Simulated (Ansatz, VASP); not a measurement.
**Mg2BeS3 in VASP and in Ansatz**

```
Mg Be S
1.0
     4.27393    0.00000    0.00000
    -2.13697    3.70134    0.00000
     0.00000    0.00000    6.69374
Mg Be S
2 1 3
Cartesian
  2.1370 1.2338 1.7227
  2.1370 1.2338 4.9710
  0.0000 0.0000 0.0000
  0.0000 0.0000 3.3469
  0.0000 2.4676 0.0000
  0.0000 2.4676 3.3469
```

Change from the starting cell: species swapped into the Ce2NiGe3 type (P-6m2, No. 187).

Alike in both runs: functional PBE; k mesh 3 × 3 × 2; occupations gaussian, width 0.15 eV; no spin polarisation.

Ansatz relaxed the structure, and its values are those at the end. VASP's run is a single point on that final structure, the one shown.

|  | VASP | Ansatz |
| --- | --- | --- |
| version | VASP 6.6.1 | Ansatz 0.2.0 |
| potentials or method | VASP PAW PBE potentials, release 64 (Mg, Be, S), cutoff 600 eV | scalar-relativistic, plane waves, PAW |
| valence electrons in the cell | 24 | 40 |

```csv
,VASP,Ansatz,Ansatz less VASP
gap on the k mesh at the Fermi level (eV),none,none,-
pressure (GPa),0.2,0.3,+0.14
rms of the force components (eV/Å),0.002,0.003,+0.0018
```

A gap of «none» marks a metal or a gap that the smearing closes. With one functional, cell and mesh, what is left measures potentials, basis and numerics. VASP's potentials hold 24 valence electrons a cell and Ansatz's 40, so a difference there can come from the potentials and not from the codes.

The k mesh is coarse, so the values compare programs but aren't converged.
